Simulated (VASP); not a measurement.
# Ir in VASP: notebook, part 2 of 2

VASP 6.6.1. Earlier steps stand in the parts before.

**3. Single point, PBE (zz strain of -1 %)**

INCAR

```
SYSTEM = Ir
ALGO = Normal ; EDIFF = 1E-7
ENCUT = 520 ; GGA = PE
ISIF = 2 ; ISMEAR = -1
LASPH = .TRUE. ; LCHARG = .FALSE.
LREAL = .FALSE. ; LWAVE = .FALSE.
NBANDS = 10 ; NELM = 80
PREC = Accurate ; SIGMA = 0.05
```

KPOINTS

```
k-points
0
G
  15 15 15
  0 0 0
```

POSCAR

```
Ir
1.0
    0.0000000000      1.9197000000      1.9005030000
    1.9197000000      0.0000000000      1.9005030000
    1.9197000000      1.9197000000      0.0000000000
Ir
1
Direct
    0.0000000000      0.0000000000      0.0000000000
```

Potentials or basis: VASP PAW PBE potentials, release 64 (Ir).

The run is started by

```bash
$ cat potpaw_PBE.64/Ir/POTCAR > POTCAR
$ mpirun -np 1 vasp_std > vasp.out
```

OUTCAR:

```text
SYSTEM = Ir
   EDIFF = 1E-7
   ENCUT = 520
   GGA = PE
   ISIF = 2
   ISMEAR = -1
   LASPH = .TRUE.
   LREAL = .FALSE.
   NELM = 80
   PREC = Accurate

 ion  position               nearest neighbor table
   1  0.000  0.000  0.000-

  LATTYP: Found a body centered tetragonal cell.
 ALAT       =     2.7148657757
 C/A-ratio  =     1.4000714267

  Lattice vectors:

 A1 = (   0.0000000000,  -1.9197000000,  -1.9005030000)
 A2 = (   0.0000000000,   1.9197000000,  -1.9005030000)
 A3 = (   1.9197000000,   0.0000000000,   1.9005030000)

Analysis of symmetry for initial positions (statically):
=====================================================================
 Subroutine PRICEL returns:
 Original cell was already a primitive cell.

 Routine SETGRP: Setting up the symmetry group for a
 body centered tetragonal supercell.

 Subroutine GETGRP returns: Found 16 space group operations
 (whereof 16 operations were pure point group operations)
 out of a pool of 16 trial point group operations.

The static configuration has the point symmetry D_4h.

Analysis of symmetry for dynamics (positions and initial velocities):
=====================================================================
 Subroutine PRICEL returns:
 Original cell was already a primitive cell.

 Routine SETGRP: Setting up the symmetry group for a
 body centered tetragonal supercell.

 Subroutine GETGRP returns: Found 16 space group operations
 (whereof 16 operations were pure point group operations)
 out of a pool of 16 trial point group operations.

The dynamic configuration has the point symmetry D_4h.

 Subroutine INISYM returns: Found 16 space group operations
 (whereof 16 operations are pure point group operations),
 and found     1 'primitive' translations

----------------------------------------------------------------------------------------

                                     Primitive cell

[... 104 lines left out ...]
   EFERMI_NEDOS =   21; number of points for ismear=-14 and -15
   IALGO  =     38    algorithm
   IMIX   =      4    mixing-type and parameters
     AMIX     =   0.40;   BMIX     =  1.00
     AMIX_MAG =   1.60;   BMIX_MAG =  1.00
  volume/ion in A,a.u.               =      14.01        94.53
  Fermi-wavevector in a.u.,A,eV,Ry     =   1.412648  2.669517 27.151431  1.995574
  Thomas-Fermi vector in A             =   2.534375
   LORBIT       =      0    0 simple, 1 ext, 2 COOP (PROOUT), +10 PAW based schemes
   GGA     = PE    functional components
   LHFCALC =     F    Hartree Fock is set to
   AEXX    =    0.0000 exact exchange contribution
   IVDW    =     0    specifies the selected vdW correction
   LEPSILON=     F    determine dielectric tensor
   LRPA    =     F    only Hartree local field effects (RPA)
 non-spin polarized calculation
  energy-cutoff  :      520.00
  volume of cell :       14.01
 maximum number of plane-waves:       388
   NGX =  9   NGY =  9   NGZ =  9

 number of electron       9.0000001 magnetization

 Free energy of the ion-electron system (eV)
  ---------------------------------------------------
  ext. energy  EPLUGINS =         0.00000000
  ---------------------------------------------------
  free energy    TOTEN  =        -8.83718748 eV

  energy without entropy =       -8.82929233  energy(sigma->0) =       -8.83323991

 E-fermi :  10.6311     XC(G=0): -14.0477

 val. band max:       10.6295356606   @ k =  -0.3333   0.0667   0.2667
 cond. band min:      10.6359820889   @ k =  -0.3333   0.2667   0.0667
 fundamental gap:      0.0064464283
 Fermi energy:        10.6310876429

 k-point     1 :       0.0000    0.0000    0.0000
  band No.  band energies     occupation
      1      -0.6473      2.00000
      2       6.5901      2.00000
      3       6.5901      2.00000
      4       6.7213      2.00000
      5       9.2760      2.00000
      6       9.4522      2.00000
      7      24.8863      0.00000
      8      30.4219      0.00000
      9      30.4219      0.00000
     10      30.7519      0.00000
[... 287 lines left out ...]
 k-point    24 :       0.2000    0.1333    0.0000
  band No.  band energies     occupation
      1       1.0377      2.00000
      2       5.6127      2.00000
      3       7.4187      2.00000
      4       7.4804      2.00000
      5       8.3859      2.00000
      6       9.7727      2.00000
      7      27.6326      0.00000
      8      27.7115      0.00000
      9      30.8186      0.00000
     10      31.3800      0.00000

 [... further k-points ...]
[... 5 lines left out ...]
  --------------------------------------------------------------------------------------
  -------------------------------------------------------------------------------------
  Total        1.0762555      1.0762555      1.4283772      0.0000000      0.0000000      0.0000000
  in kB      123.1007409    123.1007409    163.3759789      0.0000000      0.0000000      0.0000000
  external PRESSURE =     136.5258202 kB  Pullay stress =       0.0000000 kB

 VOLUME and BASIS-vectors are now :
 -----------------------------------------------------------------------------
  energy-cutoff  :      520.00
  volume of cell :       14.01
      direct lattice vectors                 reciprocal lattice vectors
     0.000000000  1.919700000  1.900503000    -0.260457363  0.260457363  0.263088246
     1.919700000  0.000000000  1.900503000     0.260457363 -0.260457363  0.263088246
     1.919700000  1.919700000  0.000000000     0.260457363  0.260457363 -0.263088246

 POSITION                                       TOTAL-FORCE (eV/Angst)
 -----------------------------------------------------------------------------------
      0.00000      0.00000      0.00000         0.000000     -0.000000      0.000000
 -----------------------------------------------------------------------------------
    total drift:                                0.000000      0.000000     -0.000000

  FREE ENERGIE OF THE ION-ELECTRON SYSTEM (eV)
  ---------------------------------------------------
  free  energy   TOTEN  =        -8.8371874813 eV

  energy  without entropy=       -8.8292923339  energy(sigma->0) =       -8.83323991
```

stdout:

```text
POSCAR found type information on POSCAR Ir
 POSCAR found :  1 types and       1 ions
 scaLAPACK will be used
 LDA part: xc-table for (Slater+PW92), standard interpolation
 POSCAR, INCAR and KPOINTS ok, starting setup
 FFT: planning ... GRIDC
 FFT: planning ... GRID_SOFT
 FFT: planning ... GRID
 WAVECAR not read
 entering main loop
```

Wall time 18 s (1 thread of Intel Xeon Platinum 8375C at 2.90GHz (Ice Lake), shared host); peak memory 0.16 GiB.

Results:

```yaml
Free_energy: -8.8372 eV
Pressure: 13.7 GPa
```

Stress tensor (GPa, compression positive):
```
12.31  0.00  0.00
 0.00 12.31  0.00
 0.00  0.00 16.34
```

Caveat: the cell differs from its parent crystal (zz strain of -1 %); spin-orbit coupling is left out, which moves the levels of the heavy elements.

**4. Single point, PBE (zz strain of +2 %)**

INCAR

```
ALGO = Normal
EDIFF = 1E-7
ENCUT = 520
GGA = PE
ISIF = 2
ISMEAR = -1
LASPH = True
LCHARG = False
LREAL = False
LWAVE = False
NBANDS = 10
NELM = 100
PREC = Accurate
SIGMA = 0.05
```

KPOINTS

```
k-points
0
Gamma
  15 15 15
```

POSCAR

```
Ir
1.0
    0.0000000000      1.9197000000      1.9580940000
    1.9197000000      0.0000000000      1.9580940000
    1.9197000000      1.9197000000      0.0000000000
Ir
1
Direct
    0.0000000000      0.0000000000      0.0000000000
```

The run is started by

```bash
$ cat potpaw_PBE.64/Ir/POTCAR > POTCAR
$ mpirun -np 1 vasp_std > vasp.out
```

Wall time 18 s (1 thread of Intel Xeon Platinum 8375C at 2.90GHz (Ice Lake), shared host); peak memory 0.16 GiB.

Results (log left out):

```yaml
Free_energy: -8.8544 eV
Pressure: 2.1 GPa
```

Stress tensor (GPa, compression positive):
```
 4.58  0.00  0.00
 0.00  4.58  0.00
 0.00  0.00 -2.84
```

Levels at points of the mesh, in eV from the Fermi level:
```
           k point  band 1  band 2  band 3  band 4  band 5  band 6  band 7  band 8  band 9
(0.00, 0.00, 0.00)  -10.95   -3.98   -3.72   -3.72   -1.38   -1.04   14.33   19.39   20.00
```

Caveat: the cell differs from its parent crystal (zz strain of +2 %); spin-orbit coupling is left out, which moves the levels of the heavy elements.

**5. Single point, PBE (volume scaled by 0.94)**

INCAR

```
SYSTEM = Ir
  ALGO = Normal
  EDIFF = 1E-7
  ENCUT = 520
  GGA = PE
  ISIF = 2
  ISMEAR = -1
  LASPH = .TRUE.
  LCHARG = .FALSE.
  LREAL = .FALSE.
  LWAVE = .FALSE.
  NBANDS = 10
  NELM = 100
  PREC = Accurate
  SIGMA = 0.05
```

KPOINTS

```
k-points
0
G
  15 15 15
  0 0 0
```

POSCAR

```
Ir
1.0
    0.0000000000      1.8805114529      1.8805114529
    1.8805114529      0.0000000000      1.8805114529
    1.8805114529      1.8805114529      0.0000000000
Ir
1
Direct
    0.0000000000      0.0000000000      0.0000000000
```

The run is started by

```bash
$ cat potpaw_PBE.64/Ir/POTCAR > POTCAR
$ mpirun -np 1 vasp_std > vasp.out
```

It took 9 s on 1 thread of AMD EPYC 9R14 (Zen 4), shared host; peak memory 0.11 GiB.

Results (log left out):

| Item | Value |
| --- | --- |
| Free energy | -8.7262 eV |
| Pressure | 38.2 GPa |

Levels at points of the mesh, in eV from the Fermi level:
```csv
k point,band 1,band 2,band 3,band 4,band 5,band 6,band 7,band 8
"(0.00, 0.00, 0.00)",-11.87,-4.34,-4.34,-4.34,-1.37,-1.37,14.11,20.08
```

Caveat: spin-orbit coupling is left out, which moves the levels of the heavy elements.

**6. Single point, PBE (volume scaled by 0.98)**

INCAR

```
SYSTEM = Ir
PREC     = Accurate       ! precision mode
ENCUT    = 520            ! plane-wave cutoff, eV
EDIFF    = 1E-6           ! SCF threshold, eV
ISMEAR   = -1             ! smearing method
SIGMA    = 0.05           ! smearing width, eV
LREAL    = .False.        ! projectors in reciprocal space
LASPH    = .True.         ! aspherical terms in the spheres
NELM     = 80             ! most SCF steps
ALGO     = Normal         ! electronic algorithm
ISIF     = 2              ! what is computed and relaxed
LWAVE    = .False.        ! write WAVECAR
LCHARG   = .False.        ! write CHGCAR
GGA      = PE             ! functional
NBANDS   = 10             ! bands
```

KPOINTS

```
regular mesh
0
Gamma
  15 15 15
  0 0 0
```

POSCAR

```
Ir
1.0
    0.0000000000      1.9068157192      1.9068157192
    1.9068157192      0.0000000000      1.9068157192
    1.9068157192      1.9068157192      0.0000000000
Ir
1
Direct
    0.0000000000      0.0000000000      0.0000000000
```

Potentials or basis: VASP PAW PBE potentials, release 64 (Ir).

The run is started by

```bash
$ cat potpaw_PBE.64/Ir/POTCAR > POTCAR
$ mpirun -np 1 vasp_std > vasp.out
```

Run time: 11 s. Hardware: 1 thread of AMD EPYC 9R14 (Zen 4), shared host; peak memory 0.11 GiB.

The run converged. Its results:

* Free energy: -8.8244 eV
* Pressure: 18.0 GPa

Levels at points of the mesh, in eV from the Fermi level:
| k point | band 1 | band 2 | band 3 | band 4 | band 5 | band 6 | band 7 | band 8 | band 9 |
| --- | --- | --- | --- | --- | --- | --- | --- | --- | --- |
| (0.00, 0.00, 0.00) | -11.39 | -4.06 | -4.06 | -4.06 | -1.29 | -1.29 | 14.23 | 19.94 | 19.94 |

Caveat: spin-orbit coupling is left out, which moves the levels of the heavy elements.

**7. Summary**

```tsv
cell	gap on the mesh (eV)	pressure (GPa)
a = 2.674, b = 2.674, c = 2.715 Å, angles 59.5, 59.5, 61.0°, 1 atom	none	22.8
a = 2.701, b = 2.701, c = 2.715 Å, angles 59.8, 59.8, 60.3°, 1 atom	none	13.7
a = 2.742, b = 2.742, c = 2.715 Å, angles 60.3, 60.3, 59.3°, 1 atom	none	2.1
a = 2.659 Å, angles 60.0°, 1 atom	none	38.2
a = 2.697 Å, angles 60.0°, 1 atom	none	18.0
```

Alike in all rows: task single point; level PBE; potentials or basis VASP PAW PBE potentials, release 64 (Ir); no spin polarisation; k mesh 15 × 15 × 15; cutoff (eV) 520; smearing fermi-dirac 0.05 eV.

Caveats: spin-orbit coupling is left out, which moves the levels of the heavy elements.

Total energies depend on the potentials used, so only differences within one code and one set of settings carry meaning.
